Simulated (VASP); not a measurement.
# WSe2 in VASP: a series of runs

The runs below take WSe2 through single point, with PBEsol.

All numbers are computed with VASP 6.6.1; they aren't measurements. Logs are shortened: lines on timing, memory, paths and dates and some standing lists are left out, and cuts for length are marked.

### Step 1. The cell of the first run

The cell holds a slab with vacuum, 3 atoms: a = 3.270 Å, b = 3.270 Å, c = 16.661 Å, α = 90.00°, β = 90.00°, γ = 120.00°.

### Step 2. Single point, PBEsol (all W atoms moved +0.087 Å, as atom 1 along Cartesian [0 0 1])

The input, INCAR:

```
SYSTEM = WSe2
PREC = Accurate
ENCUT = 520
EDIFF = 1E-6
ISMEAR = 0
SIGMA = 0.05
LREAL = .FALSE.
LASPH = .TRUE.
NELM = 80
ALGO = Normal
ISIF = 2
LWAVE = .FALSE.
LCHARG = .FALSE.
GGA = PS
NBANDS = 20
```

The input, KPOINTS:

```
regular mesh
0
G
  12 12 2
  0 0 0
```

The input, POSCAR:

```
WSe2
1.0
    3.2702526784      0.0000000000      0.0000000000
   -1.6351263392      2.8321218963      0.0000000000
    0.0000000000      0.0000000000     16.6612169706
W Se
1 2
Direct
    0.0000000000      0.0000000000      0.0052517172
    0.3333333333      0.6666666667      0.1003992721
    0.3333333333      0.6666666667      0.8996007279
```

Potentials or basis: VASP PAW PBE potentials, release 64 (W_sv, Se).

Launch:

```
$ cat potpaw_PBE.64/W_sv/POTCAR potpaw_PBE.64/Se/POTCAR > POTCAR
$ mpirun -np 1 vasp_std > vasp.out
```

OUTCAR:

```text
SYSTEM = WSe2
   PREC = Accurate
   ENCUT = 520
   EDIFF = 1E-6
   ISMEAR = 0
   LREAL = .FALSE.
   LASPH = .TRUE.
   NELM = 80
   ISIF = 2
   GGA = PS

 ion  position               nearest neighbor table
   1  0.000  0.000  0.005-   2 2.47   2 2.47   2 2.47   3 2.58   3 2.58   3 2.58
   2  0.333  0.667  0.100-   1 2.47   1 2.47   1 2.47
   3  0.333  0.667  0.900-   1 2.58   1 2.58   1 2.58

  LATTYP: Found a hexagonal cell.
 ALAT       =     3.2702526784
 C/A-ratio  =     5.0947797033

  Lattice vectors:

 A1 = (   3.2702526784,   0.0000000000,   0.0000000000)
 A2 = (  -1.6351263392,   2.8321218963,   0.0000000000)
 A3 = (   0.0000000000,   0.0000000000,  16.6612169706)

Analysis of symmetry for initial positions (statically):
=====================================================================
 Subroutine PRICEL returns:
 Original cell was already a primitive cell.

 Routine SETGRP: Setting up the symmetry group for a
 hexagonal supercell.

 Subroutine GETGRP returns: Found  6 space group operations
 (whereof  6 operations were pure point group operations)
 out of a pool of 24 trial point group operations.

The static configuration has the point symmetry C_3v.

Analysis of symmetry for dynamics (positions and initial velocities):
=====================================================================
 Subroutine PRICEL returns:
 Original cell was already a primitive cell.

 Routine SETGRP: Setting up the symmetry group for a
 hexagonal supercell.

 Subroutine GETGRP returns: Found  6 space group operations
 (whereof  6 operations were pure point group operations)
 out of a pool of 24 trial point group operations.

The dynamic configuration has the point symmetry C_3v.

 Subroutine INISYM returns: Found  6 space group operations
 (whereof  6 operations are pure point group operations),
 and found     1 'primitive' translations

----------------------------------------------------------------------------------------

                                     Primitive cell

  volume of cell :     154.3121

  direct lattice vectors                    reciprocal lattice vectors
     3.270252678  0.000000000  0.000000000     0.305786769  0.176546073  0.000000000
    -1.635126339  2.832121896  0.000000000     0.000000000  0.353092147  0.000000000
     0.000000000  0.000000000 16.661216971     0.000000000  0.000000000  0.060019625

  length of vectors
     3.270252678  3.270252678 16.661216971     0.353092147  0.353092147  0.060019625

  position of ions in fractional coordinates (direct lattice)
     0.000000000  0.000000000  0.005251717
     0.333333333  0.666666667  0.100399272
     0.333333333  0.666666667  0.899600728

  ion indices of the primitive-cell ions
   primitive index   ion index
                 1           1
                 2           2
                 3           3

----------------------------------------------------------------------------------------

 KPOINTS: regular mesh

Automatic generation of k-mesh.
 Grid dimensions read from file:
 generate k-points for:   12   12    2

 Generating k-lattice:

  Cartesian coordinates                     Fractional coordinates (reciprocal lattice)
     0.025482231  0.014712173  0.000000000     0.083333333  0.000000000  0.000000000
     0.000000000  0.029424346  0.000000000     0.000000000  0.083333333  0.000000000
     0.000000000  0.000000000  0.030009813     0.000000000  0.000000000  0.500000000

  Length of vectors
     0.029424346  0.029424346  0.030009813

  Shift w.r.t. Gamma in fractional coordinates (k-lattice)
     0.000000000  0.000000000  0.000000000

 Subroutine IBZKPT returns following result:
 ===========================================

 Found     38 irreducible k-points:

 Following reciprocal coordinates:
            Coordinates               Weight
  0.000000  0.000000  0.000000      1.000000
  0.083333  0.000000  0.000000      6.000000
  0.166667  0.000000  0.000000      6.000000
  0.250000 -0.000000  0.000000      6.000000
  0.333333  0.000000  0.000000      6.000000
  0.416667  0.000000  0.000000      6.000000
[... 16 lines left out ...]
  0.250000 -0.000000  0.500000      6.000000
  0.333333  0.000000  0.500000      6.000000
 [... further k-points ...]
   k-points           NKPTS =     38   k-points in BZ     NKDIM =     38   number of bands    NBANDS=     20
   number of dos      NEDOS =    301   number of ions     NIONS =      3
   total plane-waves  NPLWV =  72576
   dimension x,y,z NGX =    24 NGY =   24 NGZ =  126
   dimension x,y,z NGXF=    48 NGYF=   48 NGZF=  252
   ions per type =               1   2
   NGX,Y,Z   is equivalent  to a cutoff of  12.20, 12.20, 12.57 a.u.
   NGXF,Y,Z  is equivalent  to a cutoff of  24.40, 24.40, 25.14 a.u.
 SYSTEM =  WSe2
   PREC   = accura    normal or accurate (medium, high low for compatibility)
   ISTART =      0    job   : 0-new  1-cont  2-samecut
   ICHARG =      2    charge: 1-file 2-atom 10-const
   ISPIN  =      1    spin polarized calculation?
   LNONCOLLINEAR =      F non collinear calculations
   LSORBIT =      F    spin-orbit coupling
   LASPH  =      T    aspherical Exc in radial PAW
   ENCUT  =  520.0 eV  38.22 Ry    6.18 a.u.   6.08  6.08 30.98*2*pi/ulx,y,z
   NELM   =     80;   NELMIN=  2; NELMDL= -5     # of ELM steps
   EDIFF  = 0.1E-05   stopping-criterion for ELM
   LREAL  =      F    real-space projection
   EDIFFG = 0.1E-04   stopping-criterion for IOM
   NSW    =      0    number of steps for IOM
   IBRION =     -1    ionic relax: 0-MD 1-quasi-New 2-CG
   NFREE  =      0    steps in history (QN), initial steepest desc. (CG)
   ISIF   =      2    stress and relaxation
   ISYM   =      2    0-nonsym 1-usesym 2-fastsym
   POTIM  = 0.5000    time-step for ionic-motion
   TEBEG  =    0.0;   TEEND  =   0.0 temperature during run
   PSTRESS=    0.0 pullay stress
   NELECT =      26.0000    total number of electrons
   NUPDOWN=      -1.0000    fix difference up-down
   EMIN   =  10.00;   EMAX   =-10.00  energy-range for DOS
   EFERMI =   0.00;   METHOD = LEGACY
   ISMEAR =     0;   SIGMA  =   0.05  broadening in eV -4-tet -1-fermi 0-gaus
   EFERMI_NEDOS =   21; number of points for ismear=-14 and -15
   IALGO  =     38    algorithm
   IMIX   =      4    mixing-type and parameters
     AMIX     =   0.40;   BMIX     =  1.00
     AMIX_MAG =   1.60;   BMIX_MAG =  1.00
  volume/ion in A,a.u.               =      51.44       347.12
  Fermi-wavevector in a.u.,A,eV,Ry     =   0.904203  1.708696 11.123894  0.817583
  Thomas-Fermi vector in A             =   2.027621
   LORBIT       =      0    0 simple, 1 ext, 2 COOP (PROOUT), +10 PAW based schemes
   GGA     = PS    functional components
   LHFCALC =     F    Hartree Fock is set to
   AEXX    =    0.0000 exact exchange contribution
   IVDW    =     0    specifies the selected vdW correction
   LEPSILON=     F    determine dielectric tensor
   LRPA    =     F    only Hartree local field effects (RPA)
 non-spin polarized calculation
 Gauss-broadening in eV      SIGMA  =   0.05
  energy-cutoff  :      520.00
  volume of cell :      154.31
 maximum number of plane-waves:      4212
   NGX = 13   NGY = 13   NGZ = 61

 number of electron      26.0000000 magnetization

 Free energy of the ion-electron system (eV)
  ---------------------------------------------------
  ext. energy  EPLUGINS =         0.00000000
  ---------------------------------------------------
  free energy    TOTEN  =       -23.12045508 eV

  energy without entropy =      -23.12045508  energy(sigma->0) =      -23.12045508

 E-fermi :  -0.6043     XC(G=0):  -4.8493

 val. band max:       -0.8642780807   @ k =   0.3333   0.3333   0.0000
 cond. band min:       0.7741206857   @ k =   0.1667   0.1667   0.0000
 fundamental gap:      1.6383987665
 Fermi energy:        -0.6042675825

 k-point     1 :       0.0000    0.0000    0.0000
  band No.  band energies     occupation
      1     -74.7665      2.00000
      2     -39.0366      2.00000
      3     -38.8868      2.00000
      4     -38.8868      2.00000
      5     -15.7427      2.00000
      6     -14.4161      2.00000
[... 12 lines left out ...]
     19       4.2028      0.00000
     20       4.4581      0.00000

 k-point     2 :       0.0833    0.0000    0.0000
  band No.  band energies     occupation
      1     -74.7658      2.00000
      2     -39.0334      2.00000
      3     -38.9039      2.00000
      4     -38.8908      2.00000
      5     -15.6351      2.00000
      6     -14.3610      2.00000
[... 12 lines left out ...]
     19       4.3471      0.00000
     20       4.8401      0.00000

 k-point     3 :       0.1667    0.0000    0.0000
  band No.  band energies     occupation
      1     -74.7637      2.00000
      2     -39.0245      2.00000
      3     -38.9505      2.00000
      4     -38.9017      2.00000
      5     -15.3270      2.00000
      6     -14.2026      2.00000
[... 12 lines left out ...]
     19       4.7431      0.00000
     20       5.4990      0.00000

 k-point     4 :       0.2500   -0.0000    0.0000
  band No.  band energies     occupation
      1     -74.7608      2.00000
      2     -39.0170      2.00000
      3     -39.0088      2.00000
      4     -38.9166      2.00000
      5     -14.8652      2.00000
      6     -13.9639      2.00000
[... 12 lines left out ...]
     19       5.3338      0.00000
     20       5.9357      0.00000

 k-point     5 :       0.3333    0.0000    0.0000
  band No.  band energies     occupation
      1     -74.7580      2.00000
      2     -39.0765      2.00000
      3     -38.9995      2.00000
      4     -38.9314      2.00000
      5     -14.3402      2.00000
      6     -13.6880      2.00000
[... 12 lines left out ...]
     19       5.8025      0.00000
     20       5.9668      0.00000
[... 353 lines left out ...]
      6     -14.3610      2.00000
[... 12 lines left out ...]
     19       4.0925      0.00000
     20       5.1844      0.00000

 k-point    22 :       0.1667    0.0000    0.5000
  band No.  band energies     occupation
      1     -74.7637      2.00000
      2     -39.0245      2.00000
      3     -38.9505      2.00000
      4     -38.9017      2.00000
      5     -15.3270      2.00000
      6     -14.2026      2.00000
[... 12 lines left out ...]
     19       4.5221      0.00000
     20       6.0068      0.00000

 k-point    23 :       0.2500   -0.0000    0.5000
  band No.  band energies     occupation
      1     -74.7608      2.00000
      2     -39.0170      2.00000
      3     -39.0088      2.00000
      4     -38.9166      2.00000
      5     -14.8652      2.00000
      6     -13.9639      2.00000
[... 12 lines left out ...]
     19       5.0851      0.00000
     20       6.3491      0.00000

 k-point    24 :       0.3333    0.0000    0.5000
  band No.  band energies     occupation
      1     -74.7579      2.00000
      2     -39.0765      2.00000
      3     -38.9995      2.00000
      4     -38.9314      2.00000
      5     -14.3402      2.00000
      6     -13.6880      2.00000
[... 12 lines left out ...]
     19       5.8102      0.00000
     20       5.9060      0.00000

 [... further k-points ...]
[... 5 lines left out ...]
  --------------------------------------------------------------------------------------
  -------------------------------------------------------------------------------------
  Total        0.4100685      0.4100685      0.4128197      0.0000000      0.0000000      0.0000000
  in kB        4.2576212      4.2576212      4.2861858      0.0000000      0.0000000      0.0000000
  external PRESSURE =       4.2671427 kB  Pullay stress =       0.0000000 kB

 VOLUME and BASIS-vectors are now :
 -----------------------------------------------------------------------------
  energy-cutoff  :      520.00
  volume of cell :      154.31
      direct lattice vectors                 reciprocal lattice vectors
     3.270252678  0.000000000  0.000000000     0.305786769  0.176546073  0.000000000
    -1.635126339  2.832121896  0.000000000     0.000000000  0.353092147  0.000000000
     0.000000000  0.000000000 16.661216971     0.000000000  0.000000000  0.060019625

 POSITION                                       TOTAL-FORCE (eV/Angst)
 -----------------------------------------------------------------------------------
      0.00000      0.00000      0.08750         0.000000     -0.000000     -2.614186
     -0.00000      1.88808      1.67277        -0.000000      0.000000      1.502031
     -0.00000      1.88808     14.98844        -0.000000      0.000000      1.112155
 -----------------------------------------------------------------------------------
    total drift:                                0.000000     -0.000000      0.000369

  FREE ENERGIE OF THE ION-ELECTRON SYSTEM (eV)
  ---------------------------------------------------
  free  energy   TOTEN  =       -23.1204550822 eV

  energy  without entropy=      -23.1204550822  energy(sigma->0) =      -23.12045508
```

It took 4.2 min on 1 thread of Intel Xeon 8259CL, shared host; peak memory 0.32 GiB.

What came out:

- Free energy: -23.1205 eV
- Largest force: 2.614 eV/Å
- Band gap on the k mesh: 1.64 eV (least direct gap 1.69 eV)

Forces on the atoms (eV/Å):
```
W    0.000  0.000 -2.614
Se   0.000  0.000  1.502
Se   0.000  0.000  1.112
```

Levels at points of the mesh, in eV from the valence-band top:
| k point | band 9 | band 10 | band 11 | band 12 | band 13 | band 14 | band 15 | band 16 | band 17 | band 18 |
| --- | --- | --- | --- | --- | --- | --- | --- | --- | --- | --- |
| (0.00, 0.00, 0.00) | -2.41 | -2.27 | -1.07 | -1.07 | -0.27 | 2.93 | 2.93 | 3.50 | 3.50 | 4.38 |
| (0.50, 0.00, 0.00) | -4.21 | -3.01 | -2.15 | -0.96 | -0.77 | 2.55 | 2.85 | 3.73 | 4.55 | 4.58 |
| (0.00, 0.00, 0.50) | -2.41 | -2.27 | -1.07 | -1.07 | -0.27 | 2.93 | 2.93 | 3.50 | 3.50 | 4.46 |
| (0.50, 0.00, 0.50) | -4.21 | -3.01 | -2.15 | -0.96 | -0.77 | 2.55 | 2.85 | 3.73 | 4.55 | 4.58 |

Caveat: the cell differs from its parent crystal (all W atoms moved +0.087 Å, as atom 1 along Cartesian [0 0 1]); there is no dipole correction, which matters where the two faces differ; the PAW data sets were made with another functional, which shifts forces and pressure a little; spin-orbit coupling is left out, which moves the levels of the heavy elements.

### Step 3. Single point, PBEsol (all W atoms moved +0.062 Å, as atom 1 along Cartesian [0 0 1])

The input, INCAR:

```
PREC = Accurate ; ENCUT = 520
EDIFF = 1E-6 ; ISMEAR = 0
SIGMA = 0.05 ; LREAL = False
LASPH = True ; NELM = 80
ALGO = Normal ; ISIF = 2
LWAVE = False ; LCHARG = False
GGA = PS ; NBANDS = 20
```

The input, KPOINTS:

```
regular mesh
0
Gamma
  12 12 2
```

Changes to POSCAR since step 2:

```diff
@@ -8,3 +8,3 @@
 Direct
-    0.0000000000      0.0000000000      0.0052517172
+    0.0000000000      0.0000000000      0.0037512266
     0.3333333333      0.6666666667      0.1003992721
```

Potentials or basis: VASP PAW PBE potentials, release 64 (W_sv, Se).

Launch:

```
$ cat potpaw_PBE.64/W_sv/POTCAR potpaw_PBE.64/Se/POTCAR > POTCAR
$ mpirun -np 1 vasp_std > vasp.out
```

It took 3.6 min on 1 thread of Intel Xeon 8259CL, shared host; peak memory 0.32 GiB.

The run converged. Its results:

```yaml
Free_energy: -23.1765 eV
Largest_force: 1.870 eV/Å
Band_gap_on_the_k_mesh: 1.66 eV (least direct gap 1.69 eV)
```

Forces on the atoms (eV/Å):
```
W    0.000  0.000 -1.870
Se   0.000  0.000  1.064
Se   0.000  0.000  0.806
```

Levels at points of the mesh, in eV from the valence-band top:
```
           k point  band 9  band 10  band 11  band 12  band 13  band 14  band 15  band 16  band 17  band 18
(0.00, 0.00, 0.00)   -2.38    -2.26    -1.12    -1.12    -0.34     2.97     2.97     3.41     3.41     4.37
(0.50, 0.00, 0.00)   -4.23    -3.01    -2.17    -0.99    -0.81     2.54     2.85     3.74     4.50     4.56
(0.00, 0.00, 0.50)   -2.38    -2.26    -1.12    -1.12    -0.34     2.97     2.97     3.41     3.41     4.45
(0.50, 0.00, 0.50)   -4.23    -3.01    -2.17    -0.99    -0.81     2.54     2.85     3.74     4.50     4.56
```

Caveat: the cell differs from its parent crystal (all W atoms moved +0.062 Å, as atom 1 along Cartesian [0 0 1]); there is no dipole correction, which matters where the two faces differ; the PAW data sets were made with another functional, which shifts forces and pressure a little; spin-orbit coupling is left out, which moves the levels of the heavy elements.
